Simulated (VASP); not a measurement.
# BaH2 (P6_3/mmc) in VASP: single point with PBEsol

Aim: the single point of BaH2 with PBEsol.

Program: VASP 6.6.1. These are calculated values, not measurements. Logs are shortened: lines on timing, memory, paths and dates and some standing lists are left out, and cuts for length are marked.

## (1) The cell of the first run

Symmetry: P6_3/mmc, No. 194, hexagonal system. Conventional cell: a = 4.462 Å, b = 4.462 Å, c = 6.055 Å, α = 90.00°, β = 90.00°, γ = 120.00°. Within 3.4 Å of Ba (site symmetry -6m2) lie 11 H at 2.58 to 3.03 Å. Within 3.4 Å of H (site symmetry -6m2) lie 5 Ba at 2.58 to 3.03 Å and 6 H at 2.99 Å. H (site symmetry -3m) has 6 Ba at 2.99 Å and 8 H at 2.99 to 3.03 Å within 3.9 Å.

## (2) Single point, PBEsol

File INCAR:

```
  PREC = Accurate
  ENCUT = 500
  EDIFF = 1E-6
  ISMEAR = 0
  SIGMA = 0.02
  LREAL = F
  LASPH = T
  NELM = 120
  ALGO = Normal
  ISIF = 2
  LWAVE = F
  LCHARG = F
  GGA = PS
  NBANDS = 21
  GGA_COMPAT = F
```

File KPOINTS:

```
Automatic mesh
0
Gamma
  6 6 6
```

File POSCAR:

```
BaH2
1.0
    4.4620250523      0.0000000000      0.0000000000
   -2.2310125262      3.8642270477      0.0000000000
    0.0000000000      0.0000000000      6.0552925900
Ba H
2 4
Direct
    0.6666666700      0.3333333300      0.7500000000
    0.3333333300      0.6666666700      0.2500000000
    0.3333333300      0.6666666700      0.7500000000
    0.6666666700      0.3333333300      0.2500000000
    0.0000000000      0.0000000000      0.5000000000
    0.0000000000      0.0000000000      0.0000000000
```

Potentials or basis: VASP PAW PBE potentials, release 64 (Ba_sv, H).

The run is started by

```
$ cat potpaw_PBE.64/Ba_sv/POTCAR potpaw_PBE.64/H/POTCAR > POTCAR
$ mpirun -np 1 vasp_std > vasp.out
```

OUTCAR:

```text
PREC = Accurate
   ENCUT = 500
   EDIFF = 1E-6
   ISMEAR = 0
   LREAL = F
   LASPH = T
   NELM = 120
   ISIF = 2
   GGA = PS

 ion  position               nearest neighbor table
   1  0.667  0.333  0.750-   3 2.58   3 2.58   3 2.58   2 3.98   2 3.98   2 3.98   2 3.98   2 3.98
                             2 3.98
   2  0.333  0.667  0.250-   4 2.58   4 2.58   4 2.58   1 3.98   1 3.98   1 3.98   1 3.98   1 3.98
                             1 3.98
   3  0.333  0.667  0.750-   1 2.58   1 2.58   1 2.58
   4  0.667  0.333  0.250-   2 2.58   2 2.58   2 2.58
   5  0.000  0.000  0.500-
   6  0.000  0.000  0.000-

  LATTYP: Found a hexagonal cell.
 ALAT       =     4.4620250523
 C/A-ratio  =     1.3570727459

  Lattice vectors:

 A1 = (   4.4620250523,   0.0000000000,   0.0000000000)
 A2 = (  -2.2310125262,   3.8642270477,   0.0000000000)
 A3 = (   0.0000000000,   0.0000000000,   6.0552925900)

Analysis of symmetry for initial positions (statically):
=====================================================================
 Subroutine PRICEL returns:
 Original cell was already a primitive cell.

 Routine SETGRP: Setting up the symmetry group for a
 hexagonal supercell.

 Subroutine GETGRP returns: Found 24 space group operations
 (whereof 12 operations were pure point group operations)
 out of a pool of 24 trial point group operations.

The static configuration has the point symmetry D_3d.
 The point group associated with its full space group is D_6h.

Analysis of symmetry for dynamics (positions and initial velocities):
=====================================================================
 Subroutine PRICEL returns:
 Original cell was already a primitive cell.

 Routine SETGRP: Setting up the symmetry group for a
 hexagonal supercell.

 Subroutine GETGRP returns: Found 24 space group operations
 (whereof 12 operations were pure point group operations)
 out of a pool of 24 trial point group operations.

The dynamic configuration has the point symmetry D_3d.
 The point group associated with its full space group is D_6h.

 Subroutine INISYM returns: Found 24 space group operations
 (whereof 12 operations are pure point group operations),
 and found     1 'primitive' translations

----------------------------------------------------------------------------------------

                                     Primitive cell

  volume of cell :     104.4070

  direct lattice vectors                    reciprocal lattice vectors
     4.462025052  0.000000000  0.000000000     0.224113488  0.129391983  0.000000000
    -2.231012526  3.864227048  0.000000000     0.000000000  0.258783966  0.000000000
     0.000000000  0.000000000  6.055292590     0.000000000  0.000000000  0.165144786

  length of vectors
     4.462025052  4.462025052  6.055292590     0.258783966  0.258783966  0.165144786

  position of ions in fractional coordinates (direct lattice)
     0.666666670  0.333333330  0.750000000
     0.333333330  0.666666670  0.250000000
     0.333333330  0.666666670  0.750000000
     0.666666670  0.333333330  0.250000000
     0.000000000  0.000000000  0.500000000
     0.000000000  0.000000000  0.000000000

  ion indices of the primitive-cell ions
   primitive index   ion index
                 1           1
                 2           2
                 3           3
                 4           4
                 5           5
                 6           6

----------------------------------------------------------------------------------------

 KPOINTS: Automatic mesh

Automatic generation of k-mesh.
 Grid dimensions read from file:
 generate k-points for:    6    6    6

 Generating k-lattice:

  Cartesian coordinates                     Fractional coordinates (reciprocal lattice)
     0.037352248  0.021565330  0.000000000     0.166666667 -0.000000000  0.000000000
     0.000000000  0.043130661  0.000000000     0.000000000  0.166666667  0.000000000
     0.000000000  0.000000000  0.027524131     0.000000000  0.000000000  0.166666667

  Length of vectors
     0.043130661  0.043130661  0.027524131

  Shift w.r.t. Gamma in fractional coordinates (k-lattice)
     0.000000000  0.000000000  0.000000000

 Subroutine IBZKPT returns following result:
 ===========================================

 Found     28 irreducible k-points:

 Following reciprocal coordinates:
            Coordinates               Weight
  0.000000  0.000000  0.000000      1.000000
  0.166667 -0.000000  0.000000      6.000000
  0.333333 -0.000000  0.000000      6.000000
  0.500000  0.000000  0.000000      3.000000
  0.166667  0.166667  0.000000      6.000000
  0.333333  0.166667  0.000000     12.000000
[... 16 lines left out ...]
  0.166667 -0.000000  0.500000      6.000000
  0.333333 -0.000000  0.500000      6.000000
 [... further k-points ...]
   k-points           NKPTS =     28   k-points in BZ     NKDIM =     28   number of bands    NBANDS=     21
   number of dos      NEDOS =    301   number of ions     NIONS =      6
   total plane-waves  NPLWV =  62208
   dimension x,y,z NGX =    36 NGY =   36 NGZ =   48
   dimension x,y,z NGXF=    72 NGYF=   72 NGZF=   96
   ions per type =               2   4
   NGX,Y,Z   is equivalent  to a cutoff of  13.41, 13.41, 13.18 a.u.
   NGXF,Y,Z  is equivalent  to a cutoff of  26.83, 26.83, 26.36 a.u.
 SYSTEM =  unknown system
   PREC   = accura    normal or accurate (medium, high low for compatibility)
   ISTART =      0    job   : 0-new  1-cont  2-samecut
   ICHARG =      2    charge: 1-file 2-atom 10-const
   ISPIN  =      1    spin polarized calculation?
   LNONCOLLINEAR =      F non collinear calculations
   LSORBIT =      F    spin-orbit coupling
   LASPH  =      T    aspherical Exc in radial PAW
   ENCUT  =  500.0 eV  36.75 Ry    6.06 a.u.   8.14  8.14 11.04*2*pi/ulx,y,z
   NELM   =    120;   NELMIN=  2; NELMDL= -5     # of ELM steps
   EDIFF  = 0.1E-05   stopping-criterion for ELM
   LREAL  =      F    real-space projection
   EDIFFG = 0.1E-04   stopping-criterion for IOM
   NSW    =      0    number of steps for IOM
   IBRION =     -1    ionic relax: 0-MD 1-quasi-New 2-CG
   NFREE  =      0    steps in history (QN), initial steepest desc. (CG)
   ISIF   =      2    stress and relaxation
   ISYM   =      2    0-nonsym 1-usesym 2-fastsym
   POTIM  = 0.5000    time-step for ionic-motion
   TEBEG  =    0.0;   TEEND  =   0.0 temperature during run
   PSTRESS=    0.0 pullay stress
   NELECT =      24.0000    total number of electrons
   NUPDOWN=      -1.0000    fix difference up-down
   EMIN   =  10.00;   EMAX   =-10.00  energy-range for DOS
   EFERMI =   0.00;   METHOD = LEGACY
   ISMEAR =     0;   SIGMA  =   0.02  broadening in eV -4-tet -1-fermi 0-gaus
   EFERMI_NEDOS =   21; number of points for ismear=-14 and -15
   IALGO  =     38    algorithm
   IMIX   =      4    mixing-type and parameters
     AMIX     =   0.40;   BMIX     =  1.00
     AMIX_MAG =   1.60;   BMIX_MAG =  1.00
  volume/ion in A,a.u.               =      17.40       117.43
  Fermi-wavevector in a.u.,A,eV,Ry     =   1.002848  1.895109 13.683448  1.005705
  Thomas-Fermi vector in A             =   2.135362
   LORBIT       =      0    0 simple, 1 ext, 2 COOP (PROOUT), +10 PAW based schemes
   GGA     = PS    functional components
   LHFCALC =     F    Hartree Fock is set to
   AEXX    =    0.0000 exact exchange contribution
   IVDW    =     0    specifies the selected vdW correction
   LEPSILON=     F    determine dielectric tensor
   LRPA    =     F    only Hartree local field effects (RPA)
 non-spin polarized calculation
 Gauss-broadening in eV      SIGMA  =   0.02
  energy-cutoff  :      500.00
  volume of cell :      104.41
 maximum number of plane-waves:      2676
 NGX is ok and might be reduce to    36
   NGX = 17   NGY = 17   NGZ = 23

 number of electron      23.9999999 magnetization

 Free energy of the ion-electron system (eV)
  ---------------------------------------------------
  ext. energy  EPLUGINS =         0.00000000
  ---------------------------------------------------
  free energy    TOTEN  =       -20.43371127 eV

  energy without entropy =      -20.43371127  energy(sigma->0) =      -20.43371127

 E-fermi :   1.1671     XC(G=0):  -8.8395

 val. band max:        1.0811457823   @ k =   0.0000   0.0000   0.0000
 cond. band min:       2.5062019008   @ k =   0.3333   0.3333   0.5000
 fundamental gap:      1.4250561185
 Fermi energy:         1.1670614702

 k-point     1 :       0.0000    0.0000    0.0000
  band No.  band energies     occupation
      1     -26.0515      2.00000
      2     -25.8749      2.00000
      3     -11.8981      2.00000
      4     -11.0648      2.00000
      5     -11.0648      2.00000
      6     -10.8150      2.00000
[... 13 lines left out ...]
     20       6.7268      0.00000
     21       6.7278      0.00000

 k-point     2 :       0.1667   -0.0000    0.0000
  band No.  band energies     occupation
      1     -26.0330      2.00000
      2     -25.8772      2.00000
      3     -11.8219      2.00000
      4     -11.1928      2.00000
      5     -11.1127      2.00000
      6     -10.9619      2.00000
[... 13 lines left out ...]
     20       7.3912      0.00000
     21       7.7430      0.00000

 k-point     3 :       0.3333   -0.0000    0.0000
  band No.  band energies     occupation
      1     -25.9897      2.00000
      2     -25.8880      2.00000
      3     -11.6286      2.00000
      4     -11.4602      2.00000
      5     -11.1995      2.00000
      6     -11.1973      2.00000
[... 13 lines left out ...]
     20       7.8492      0.00000
     21       8.3741      0.00000
[... 457 lines left out ...]
 k-point    23 :       0.1667   -0.0000    0.5000
  band No.  band energies     occupation
      1     -25.9558      2.00000
      2     -25.9558      2.00000
      3     -11.4950      2.00000
      4     -11.4950      2.00000
      5     -10.9663      2.00000
      6     -10.9663      2.00000
[... 13 lines left out ...]
     20       6.9845      0.00000
     21       7.5105      0.00000

 k-point    24 :       0.3333   -0.0000    0.5000
  band No.  band energies     occupation
      1     -25.9389      2.00000
      2     -25.9389      2.00000
      3     -11.6921      2.00000
      4     -11.6921      2.00000
      5     -11.0152      2.00000
      6     -11.0152      2.00000
[... 13 lines left out ...]
     20       6.9679      0.00000
     21       8.1325      0.00000

 [... further k-points ...]

------------------------ aborting loop because EDIFF is reached ----------------------------------------

  FORCE on cell =-STRESS in cart. coord.  units (eV):
  Direction    XX          YY          ZZ          XY          YZ          ZX
  --------------------------------------------------------------------------------------
  -------------------------------------------------------------------------------------
  Total       -1.1516783     -1.1516783     -1.1700463      0.0000000     -0.0000000     -0.0000000
  in kB      -17.6730705    -17.6730705    -17.9549352      0.0000000     -0.0000000     -0.0000000
  external PRESSURE =     -17.7670254 kB  Pullay stress =       0.0000000 kB

 VOLUME and BASIS-vectors are now :
 -----------------------------------------------------------------------------
  energy-cutoff  :      500.00
  volume of cell :      104.41
      direct lattice vectors                 reciprocal lattice vectors
     4.462025052  0.000000000  0.000000000     0.224113488  0.129391983  0.000000000
    -2.231012526  3.864227048  0.000000000     0.000000000  0.258783966  0.000000000
     0.000000000  0.000000000  6.055292590     0.000000000  0.000000000  0.165144786

 POSITION                                       TOTAL-FORCE (eV/Angst)
 -----------------------------------------------------------------------------------
      2.23101      1.28808      4.54147         0.000000     -0.000000      0.000000
     -0.00000      2.57615      1.51382        -0.000000      0.000000      0.000000
     -0.00000      2.57615      4.54147         0.000000      0.000000      0.000000
      2.23101      1.28808      1.51382         0.000000     -0.000000      0.000000
      0.00000      0.00000      3.02765         0.000000      0.000000      0.000000
      0.00000      0.00000      0.00000         0.000000      0.000000      0.000000
 -----------------------------------------------------------------------------------
    total drift:                               -0.000004      0.000002     -0.000000

  FREE ENERGIE OF THE ION-ELECTRON SYSTEM (eV)
  ---------------------------------------------------
  free  energy   TOTEN  =       -20.4337112714 eV

  energy  without entropy=      -20.4337112714  energy(sigma->0) =      -20.43371127
```

It took 70 s on 1 thread of AMD EPYC 7R13, shared host; peak memory 0.22 GiB.

What came out:

```
Free energy            : -20.4337 eV
Pressure               : -1.8 GPa
Band gap on the k mesh : 1.43 eV (least direct gap 2.53 eV)
```

Caveat: the PAW data sets were made with another functional, which shifts forces and pressure a little; spin-orbit coupling is left out, which moves the levels of the heavy elements.
